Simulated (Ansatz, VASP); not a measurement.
## ZnCu in VASP and in Ansatz

Contents of INCAR:

```
PREC     = Accurate       # precision mode
ENCUT    = 520            # plane-wave cutoff, eV
EDIFF    = 1E-8           # SCF threshold, eV
ISMEAR   = -1             # smearing method
SIGMA    = 0.05           # smearing width, eV
LREAL    = F              # projectors in reciprocal space
LASPH    = T              # aspherical terms in the spheres
NELM     = 80             # most SCF steps
ALGO     = Normal         # electronic algorithm
ISIF     = 2              # what is computed and relaxed
LWAVE    = F              # write WAVECAR
LCHARG   = F              # write CHGCAR
GGA      = PS             # functional
LEFG     = T            
NBANDS   = 18             # bands
```

The input KPOINTS:

```
Automatic mesh
0
Gamma
  14 14 14
```

POSCAR

```
ZnCu
1.0
    2.8848810902      0.0000000000      0.0000000000
    0.0000000000      2.8848810902      0.0000000000
    0.0000000000      0.0000000000      2.8848810902
Zn Cu
1 1
Direct
    0.5000000000      0.5000000000      0.5000000000
    0.0000000000      0.0000000000      0.0000000000
```

Input for Ansatz:

```yaml
crystal:
  lattice:
    - [2.8848810902, 0.0, 0.0]
    - [0.0, 2.8848810902, 0.0]
    - [0.0, 0.0, 2.8848810902]
  atoms:
    - { symbol: Zn, position: [0.5, 0.5, 0.5] }
    - { symbol: Cu, position: [0.0, 0.0, 0.0] }
kpoints:
  mp_grid: { grid: [14, 14, 14] }
scf:
  occupations: { method: fermi_dirac, width: 0.05 }
hamiltonian:
  xc: pbesol
  pseudopotentials: { kind: all_electron, datasets: crystal }
output:
  forces: true
  stress: true
  eigenvalues: true
  efg: { contact_densities: true }
```

Change from the starting cell: volume scaled by 0.94, crystal datasets.

Alike in both runs: task electric field gradients; functional PBEsol; k mesh 14 × 14 × 14; occupations fermi-dirac, width 0.05 eV; no spin polarisation.

```csv
,VASP,Ansatz
version,VASP 6.6.1,Ansatz 0.2.0
potentials or method,"VASP PAW PBE potentials, release 64 (Zn, Cu), cutoff 520 eV","all-electron PAW with datasets made for the crystal, scalar-relativistic"
```

```csv
,VASP,Ansatz,Ansatz less VASP
pressure (GPa),4.3,3.5,-0.77
```

VASP's potentials were made for PBE, not for PBEsol. Ansatz ran all-electron here, and VASP with PAW potentials.
